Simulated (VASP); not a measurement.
# Hf (P6_3/mmc) in VASP: a series of runs

The runs below take Hf through single point, with PBEsol.

Everything below comes from runs of VASP 6.6.1. Logs are shortened: lines on timing, memory, paths and dates and some standing lists are left out, and cuts for length are marked.

**1. The cell of the first run**

The structure is hexagonal, space group P6_3/mmc (No. 194). Conventional cell: a = 3.318 Å, b = 3.318 Å, c = 4.697 Å, α = 90.00°, β = 90.00°, γ = 120.00°. Hf (site symmetry -6m2) has 12 Hf at 3.03 to 3.32 Å within 4.0 Å.

**2. Single point, PBEsol**

File INCAR:

```
SYSTEM = Hf
  ALGO = Fast
  EDIFF = 1E-6
  ENCUT = 520
  GGA = PS
  ISIF = 2
  ISMEAR = 0
  LASPH = .TRUE.
  LCHARG = .FALSE.
  LREAL = .FALSE.
  LWAVE = .FALSE.
  NBANDS = 17
  NELM = 60
  PREC = Accurate
  SIGMA = 0.15
```

File KPOINTS:

```
k-points
0
G
  18 18 10
  0 0 0
```

File POSCAR:

```
Hf
1.0
    3.3183000000      0.0000000000      0.0000000000
   -1.6591500000      2.8737320974      0.0000000000
    0.0000000000      0.0000000000      4.6965000000
Hf
2
Direct
    0.3333333333      0.6666666667      0.2500000000
    0.6666666667      0.3333333333      0.7500000000
```

Potentials or basis: VASP PAW PBE potentials, release 64 (Hf_pv).

Run with:

```sh
cat potpaw_PBE.64/Hf_pv/POTCAR > POTCAR
mpirun -np 1 vasp_std > vasp.out
```

OUTCAR:

```text
SYSTEM = Hf
   EDIFF = 1E-6
   ENCUT = 520
   GGA = PS
   ISIF = 2
   ISMEAR = 0
   LASPH = .TRUE.
   LREAL = .FALSE.
   NELM = 60
   PREC = Accurate

 ion  position               nearest neighbor table
   1  0.333  0.667  0.250-   2 3.03   2 3.03   2 3.03   2 3.03   2 3.03   2 3.03
   2  0.667  0.333  0.750-   1 3.03   1 3.03   1 3.03   1 3.03   1 3.03   1 3.03

  LATTYP: Found a hexagonal cell.
 ALAT       =     3.3183000000
 C/A-ratio  =     1.4153331525

  Lattice vectors:

 A1 = (   3.3183000000,   0.0000000000,   0.0000000000)
 A2 = (  -1.6591500000,   2.8737320974,   0.0000000000)
 A3 = (   0.0000000000,   0.0000000000,   4.6965000000)

Analysis of symmetry for initial positions (statically):
=====================================================================
 Subroutine PRICEL returns:
 Original cell was already a primitive cell.

 Routine SETGRP: Setting up the symmetry group for a
 hexagonal supercell.

 Subroutine GETGRP returns: Found 24 space group operations
 (whereof 12 operations were pure point group operations)
 out of a pool of 24 trial point group operations.

The static configuration has the point symmetry D_3d.
 The point group associated with its full space group is D_6h.

Analysis of symmetry for dynamics (positions and initial velocities):
=====================================================================
 Subroutine PRICEL returns:
 Original cell was already a primitive cell.

 Routine SETGRP: Setting up the symmetry group for a
 hexagonal supercell.

 Subroutine GETGRP returns: Found 24 space group operations
 (whereof 12 operations were pure point group operations)
 out of a pool of 24 trial point group operations.

The dynamic configuration has the point symmetry D_3d.
 The point group associated with its full space group is D_6h.

 Subroutine INISYM returns: Found 24 space group operations
 (whereof 12 operations are pure point group operations),
 and found     1 'primitive' translations

----------------------------------------------------------------------------------------

                                     Primitive cell

  volume of cell :      44.7854

  direct lattice vectors                    reciprocal lattice vectors
     3.318300000  0.000000000  0.000000000     0.301359130  0.173989775  0.000000000
    -1.659150000  2.873732097  0.000000000     0.000000000  0.347979549  0.000000000
     0.000000000  0.000000000  4.696500000     0.000000000  0.000000000  0.212924518

  length of vectors
     3.318300000  3.318300000  4.696500000     0.347979549  0.347979549  0.212924518

  position of ions in fractional coordinates (direct lattice)
     0.333333333  0.666666667  0.250000000
     0.666666667  0.333333333  0.750000000

  ion indices of the primitive-cell ions
   primitive index   ion index
                 1           1
                 2           2

----------------------------------------------------------------------------------------

 KPOINTS: k-points

Automatic generation of k-mesh.
 Grid dimensions read from file:
 generate k-points for:   18   18   10

 Generating k-lattice:

  Cartesian coordinates                     Fractional coordinates (reciprocal lattice)
     0.016742174  0.009666099  0.000000000     0.055555556 -0.000000000  0.000000000
     0.000000000  0.019332197  0.000000000     0.000000000  0.055555556  0.000000000
     0.000000000  0.000000000  0.021292452     0.000000000  0.000000000  0.100000000

  Length of vectors
     0.019332197  0.019332197  0.021292452

  Shift w.r.t. Gamma in fractional coordinates (k-lattice)
     0.000000000  0.000000000  0.000000000

 Subroutine IBZKPT returns following result:
 ===========================================

 Found    222 irreducible k-points:

 Following reciprocal coordinates:
            Coordinates               Weight
  0.000000  0.000000  0.000000      1.000000
  0.055556  0.000000  0.000000      6.000000
  0.111111  0.000000  0.000000      6.000000
  0.166667  0.000000  0.000000      6.000000
  0.222222  0.000000  0.000000      6.000000
  0.277778  0.000000  0.000000      6.000000
[... 16 lines left out ...]
  0.333333  0.111111  0.000000     12.000000
  0.388889  0.111111  0.000000     12.000000
 [... further k-points ...]
   k-points           NKPTS =    222   k-points in BZ     NKDIM =    222   number of bands    NBANDS=     17
   number of dos      NEDOS =    301   number of ions     NIONS =      2
   total plane-waves  NPLWV =  28224
   dimension x,y,z NGX =    28 NGY =   28 NGZ =   36
   dimension x,y,z NGXF=    56 NGYF=   56 NGZF=   72
   ions per type =               2
   NGX,Y,Z   is equivalent  to a cutoff of  14.03, 14.03, 12.74 a.u.
   NGXF,Y,Z  is equivalent  to a cutoff of  28.06, 28.06, 25.49 a.u.
 SYSTEM =  Hf
   PREC   = accura    normal or accurate (medium, high low for compatibility)
   ISTART =      0    job   : 0-new  1-cont  2-samecut
   ICHARG =      2    charge: 1-file 2-atom 10-const
   ISPIN  =      1    spin polarized calculation?
   LNONCOLLINEAR =      F non collinear calculations
   LSORBIT =      F    spin-orbit coupling
   LASPH  =      T    aspherical Exc in radial PAW
   ENCUT  =  520.0 eV  38.22 Ry    6.18 a.u.   6.17  6.17  8.73*2*pi/ulx,y,z
   NELM   =     60;   NELMIN=  2; NELMDL= -5     # of ELM steps
   EDIFF  = 0.1E-05   stopping-criterion for ELM
   LREAL  =      F    real-space projection
   EDIFFG = 0.1E-04   stopping-criterion for IOM
   NSW    =      0    number of steps for IOM
   IBRION =     -1    ionic relax: 0-MD 1-quasi-New 2-CG
   NFREE  =      0    steps in history (QN), initial steepest desc. (CG)
   ISIF   =      2    stress and relaxation
   ISYM   =      2    0-nonsym 1-usesym 2-fastsym
   POTIM  = 0.5000    time-step for ionic-motion
   TEBEG  =    0.0;   TEEND  =   0.0 temperature during run
   PSTRESS=    0.0 pullay stress
   NELECT =      20.0000    total number of electrons
   NUPDOWN=      -1.0000    fix difference up-down
   EMIN   =  10.00;   EMAX   =-10.00  energy-range for DOS
   EFERMI =   0.00;   METHOD = LEGACY
   ISMEAR =     0;   SIGMA  =   0.15  broadening in eV -4-tet -1-fermi 0-gaus
   EFERMI_NEDOS =   21; number of points for ismear=-14 and -15
   IALGO  =     68    algorithm
   IMIX   =      4    mixing-type and parameters
     AMIX     =   0.40;   BMIX     =  1.00
     AMIX_MAG =   1.60;   BMIX_MAG =  1.00
  volume/ion in A,a.u.               =      22.39       151.11
  Fermi-wavevector in a.u.,A,eV,Ry     =   1.251333  2.364676 21.304454  1.565833
  Thomas-Fermi vector in A             =   2.385285
   LORBIT       =      0    0 simple, 1 ext, 2 COOP (PROOUT), +10 PAW based schemes
   GGA     = PS    functional components
   LHFCALC =     F    Hartree Fock is set to
   AEXX    =    0.0000 exact exchange contribution
   IVDW    =     0    specifies the selected vdW correction
   LEPSILON=     F    determine dielectric tensor
   LRPA    =     F    only Hartree local field effects (RPA)
 non-spin polarized calculation
 RMM-DIIS sequential band-by-band and
 Gauss-broadening in eV      SIGMA  =   0.15
  energy-cutoff  :      520.00
  volume of cell :       44.79
 maximum number of plane-waves:      1241
 NGX is ok and might be reduce to    28
   NGX = 13   NGY = 13   NGZ = 17

 number of electron      20.0000000 magnetization

 Free energy of the ion-electron system (eV)
  ---------------------------------------------------
  ext. energy  EPLUGINS =         0.00000000
  ---------------------------------------------------
  free energy    TOTEN  =       -20.86078261 eV

  energy without entropy =      -20.84575934  energy(sigma->0) =      -20.85327098

 E-fermi :   4.7617     XC(G=0): -11.3791

 val. band max:        4.7521953072   @ k =   0.3333   0.2778   0.3000
 cond. band min:       4.7679086021   @ k =   0.3889   0.2222   0.4000
 fundamental gap:      0.0157132949
 Fermi energy:         4.7617440955

 k-point     1 :       0.0000    0.0000    0.0000
  band No.  band energies     occupation
      1     -26.4246      2.00000
      2     -25.6834      2.00000
      3     -25.6834      2.00000
      4     -25.4632      2.00000
      5     -25.4632      2.00000
      6     -25.3672      2.00000
[... 9 lines left out ...]
     16       7.2159      0.00000
     17       9.9181      0.00000

 k-point     2 :       0.0556    0.0000    0.0000
  band No.  band energies     occupation
      1     -26.4163      2.00000
      2     -25.6949      2.00000
      3     -25.6887      2.00000
      4     -25.4764      2.00000
      5     -25.4636      2.00000
      6     -25.3731      2.00000
[... 9 lines left out ...]
     16       7.3801      0.00000
     17      10.0181      0.00000

 k-point     3 :       0.1111    0.0000    0.0000
  band No.  band energies     occupation
      1     -26.3917      2.00000
      2     -25.7282      2.00000
      3     -25.7036      2.00000
      4     -25.5141      2.00000
      5     -25.4650      2.00000
      6     -25.3907      2.00000
[... 9 lines left out ...]
     16       7.7335      0.00000
     17      10.2380      0.00000

 k-point     4 :       0.1667    0.0000    0.0000
  band No.  band energies     occupation
      1     -26.3521      2.00000
      2     -25.7796      2.00000
      3     -25.7258      2.00000
      4     -25.5705      2.00000
      5     -25.4678      2.00000
      6     -25.4197      2.00000
[... 9 lines left out ...]
     16       8.1446      0.00000
     17      10.5440      0.00000

 k-point     5 :       0.2222    0.0000    0.0000
  band No.  band energies     occupation
      1     -26.2997      2.00000
      2     -25.8434      2.00000
      3     -25.7520      2.00000
      4     -25.6375      2.00000
      5     -25.4723      2.00000
      6     -25.4590      2.00000
[... 9 lines left out ...]
     16       8.5845      0.00000
     17      10.8623      0.00000

 k-point     6 :       0.2778    0.0000    0.0000
  band No.  band energies     occupation
      1     -26.2375      2.00000
      2     -25.9119      2.00000
      3     -25.7788      2.00000
      4     -25.7064      2.00000
      5     -25.5072      2.00000
      6     -25.4779      2.00000
[... 9 lines left out ...]
     16       9.0565      0.00000
     17      11.1508      0.00000

 k-point     7 :       0.3333    0.0000    0.0000
  band No.  band energies     occupation
      1     -26.1699      2.00000
      2     -25.9769      2.00000
      3     -25.8033      2.00000
      4     -25.7688      2.00000
      5     -25.5615      2.00000
      6     -25.4839      2.00000
[... 9 lines left out ...]
     16       9.5712      0.00000
     17      11.3853      0.00000

 k-point     8 :       0.3889    0.0000    0.0000
  band No.  band energies     occupation
      1     -26.1037      2.00000
      2     -26.0302      2.00000
      3     -25.8227      2.00000
      4     -25.8181      2.00000
      5     -25.6170      2.00000
      6     -25.4891      2.00000
[... 9 lines left out ...]
     16      10.1436      0.00000
     17      11.5551      0.00000
[... 203 lines left out ...]
      1     -26.3291      2.00000
      2     -25.7920      2.00000
      3     -25.7610      2.00000
      4     -25.5852      2.00000
      5     -25.4787      2.00000
      6     -25.4368      2.00000
[... 9 lines left out ...]
     16       8.3541      0.00000
     17      10.6562      0.00000

 k-point    20 :       0.1667    0.1111    0.0000
  band No.  band energies     occupation
      1     -26.2778      2.00000
      2     -25.8425      2.00000
      3     -25.8035      2.00000
      4     -25.6322      2.00000
      5     -25.4900      2.00000
      6     -25.4757      2.00000
[... 9 lines left out ...]
     16       8.7770      0.00000
     17      10.9149      0.00000

 k-point    21 :       0.2222    0.1111    0.0000
  band No.  band energies     occupation
      1     -26.2168      2.00000
      2     -25.9067      2.00000
      3     -25.8362      2.00000
      4     -25.6837      2.00000
      5     -25.5235      2.00000
      6     -25.5010      2.00000
[... 9 lines left out ...]
     16       9.2598      0.00000
     17      11.1606      0.00000

 k-point    22 :       0.2778    0.1111    0.0000
  band No.  band energies     occupation
      1     -26.1501      2.00000
      2     -25.9707      2.00000
      3     -25.8588      2.00000
      4     -25.7359      2.00000
      5     -25.5778      2.00000
      6     -25.5107      2.00000
[... 9 lines left out ...]
     16       9.7969      0.00000
     17      11.3671      0.00000

 k-point    23 :       0.3333    0.1111    0.0000
  band No.  band energies     occupation
      1     -26.0840      2.00000
      2     -26.0236      2.00000
      3     -25.8700      2.00000
      4     -25.7841      2.00000
      5     -25.6338      2.00000
      6     -25.5184      2.00000
[... 9 lines left out ...]
     16      10.3661      0.00000
     17      11.5201      0.00000

 k-point    24 :       0.3889    0.1111    0.0000
  band No.  band energies     occupation
      1     -26.0582      2.00000
      2     -26.0295      2.00000
      3     -25.8683      2.00000
      4     -25.8242      2.00000
      5     -25.6816      2.00000
      6     -25.5235      2.00000
[... 9 lines left out ...]
     16      10.8672      0.00000
     17      11.6167      0.00000

 [... further k-points ...]

------------------------ aborting loop because EDIFF is reached ----------------------------------------

  FORCE on cell =-STRESS in cart. coord.  units (eV):
  Direction    XX          YY          ZZ          XY          YZ          ZX
  --------------------------------------------------------------------------------------
  -------------------------------------------------------------------------------------
  Total       -2.0666384     -2.0666384      1.4083474     -0.0000000      0.0000000      0.0000000
  in kB      -73.9330846    -73.9330846     50.3830107     -0.0000000      0.0000000      0.0000000
  external PRESSURE =     -32.4943861 kB  Pullay stress =       0.0000000 kB

 VOLUME and BASIS-vectors are now :
 -----------------------------------------------------------------------------
  energy-cutoff  :      520.00
  volume of cell :       44.79
      direct lattice vectors                 reciprocal lattice vectors
     3.318300000  0.000000000  0.000000000     0.301359130  0.173989775  0.000000000
    -1.659150000  2.873732097  0.000000000     0.000000000  0.347979549  0.000000000
     0.000000000  0.000000000  4.696500000     0.000000000  0.000000000  0.212924518

 POSITION                                       TOTAL-FORCE (eV/Angst)
 -----------------------------------------------------------------------------------
     -0.00000      1.91582      1.17413        -0.000000     -0.000000      0.000000
      1.65915      0.95791      3.52238         0.000000      0.000000      0.000000
 -----------------------------------------------------------------------------------
    total drift:                               -0.000000      0.000000     -0.000000

  FREE ENERGIE OF THE ION-ELECTRON SYSTEM (eV)
  ---------------------------------------------------
  free  energy   TOTEN  =       -20.8607826083 eV

  energy  without entropy=      -20.8457593428  energy(sigma->0) =      -20.85327098
```

It took 2.3 min on 1 thread of AMD EPYC 9R45 (Zen 5), shared host; peak memory 0.25 GiB.

What came out:

```
Free energy            : -20.8608 eV
Pressure               : -3.2 GPa
Band gap on the k mesh : zero (bands 10 and 11 overlap by 1.48 eV)
```

Caveat: the cell stands under tension; the PAW data sets were made with another functional, which shifts forces and pressure a little; spin-orbit coupling is left out, which moves the levels of the heavy elements.

(Continued in part 2 of 2.)
